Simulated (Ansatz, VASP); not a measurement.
## RbCl: VASP beside Ansatz

Contents of INCAR:

```
SYSTEM = RbCl
ALGO = Normal
EDIFF = 1E-6
ENCUT = 500
GGA = PE
GGA_COMPAT = .False.
ISIF = 2
ISMEAR = -1
LASPH = .True.
LCHARG = .True.
LELF = .True.
LREAL = .False.
LVHAR = .True.
LWAVE = .False.
NBANDS = 15
NELM = 120
PREC = Accurate
SIGMA = 0.2585199978643553
```

Contents of KPOINTS:

```
k-points
0
Gamma
  4 4 4
  0 0 0
```

POSCAR

```
RbCl
1.0
    0.0000000000      3.3087073290      3.3087073290
    3.3087073290      0.0000000000      3.3087073290
    3.3087073290      3.3087073290      0.0000000000
Rb Cl
1 1
Direct
    0.0000000000      0.0000000000      0.0000000000
    0.5000000000      0.5000000000      0.5000000000
```

Input for Ansatz:

```yaml
crystal:
  lattice:
    - [0.0, 3.308707329, 3.308707329]
    - [3.308707329, 0.0, 3.308707329]
    - [3.308707329, 3.308707329, 0.0]
  atoms:
    - { symbol: Rb, position: [0.0, 0.0, 0.0] }
    - { symbol: Cl, position: [0.5, 0.5, 0.5] }
basis:
  ecutwfc: 420
kpoints:
  mp_grid: { grid: [4, 4, 4] }
hamiltonian:
  xc: pbe
scf:
  occupations: { method: fermi_dirac, width: "3000 K" }
output:
  forces: true
  stress: true
  eigenvalues: true
```

Alike in both runs: task single point; functional PBE; k mesh 4 × 4 × 4; no spin polarisation.

```csv
,VASP,Ansatz
version,VASP 6.6.1,Ansatz 0.2.0
potentials or method,"VASP PAW PBE potentials, release 64 (Rb_sv, Cl), cutoff 500 eV","scalar-relativistic, plane waves, PAW"
occupations,"fermi-dirac, width 0.25852 eV",fermi-dirac
valence electrons in the cell,16,16
```

|  | VASP | Ansatz | Ansatz less VASP |
| --- | --- | --- | --- |
| gap on the k mesh at the Fermi level (eV) | 4.95 | 4.95 | +0.003 |
| least direct gap on the mesh (eV) | 4.95 | 4.95 | +0.003 |
| pressure (GPa) | 0.6 | 0.6 | 0.00 |
